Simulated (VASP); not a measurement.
## SnO2: single point with r2SCAN

Crystal: SnO2.

```
Sn O
1.0
     3.31453    0.00000    0.00000
    -1.65726    2.87046    0.00000
     0.00000    0.00000   11.07096
Sn O
2 4
Direct
  0.00000 0.00000 0.50000
  0.00000 0.00000 0.00000
  0.66667 0.33333 0.40586
  0.66667 0.33333 0.09414
  0.33333 0.66667 0.59414
  0.33333 0.66667 0.90586
```

```json
{
 "Program": "VASP 6.6.1",
 "Task": "single point",
 "Functional": "r2SCAN",
 "Potentials or basis": "VASP PAW PBE potentials, release 64 (Sn_d, O)",
 "Cutoff": "520 eV",
 "k mesh": "7 × 7 × 2",
 "Occupations": "fermi-dirac, width 0.05 eV",
 "Spin": "no spin polarisation",
 "Dipole correction": "no",
 "Further INCAR settings": "ALGO = Normal; EDIFF = 1e-06; NBANDS = 35"
}
```

- Pressure: -13.1 GPa
- Largest force: 1.273 eV/Å
- Band gap on the k mesh: 2.14 eV (least direct gap 2.42 eV)

Forces in eV/Å, atoms in the order of the input:
```
Sn   0.000  0.000  0.000
Sn   0.000  0.000  0.000
O    0.000  0.000  1.273
O    0.000  0.000 -1.273
O    0.000  0.000 -1.273
O    0.000  0.000  1.273
```

Stress tensor (GPa, compression positive):
```
-15.65   0.00   0.00
  0.00 -15.65   0.00
  0.00   0.00  -8.15
```

Levels at points of the mesh, in eV from the valence-band top:
```csv
k point,band 22,band 23,band 24,band 25,band 26,band 27,band 28,band 29,band 30,band 31
"(0.00, 0.00, 0.00)",-0.87,-0.85,-0.85,-0.80,-0.28,2.14,2.76,5.67,6.06,10.28
"(0.00, 0.00, 0.50)",-0.86,-0.86,-0.86,-0.56,-0.56,2.46,2.46,5.87,5.87,10.50
```

Wall time 2.5 min on 1 thread of Intel(R) Xeon(R) 6975P-C (Granite Rapids), on a shared host, peak memory 0.28 GiB.

Caveat: the cell stands under tension; the PAW data sets were made with another functional, which shifts forces and pressure a little; spin-orbit coupling is left out, which moves the levels of the heavy elements; an odd mesh through Γ misses points on the zone boundary, where band edges can lie.
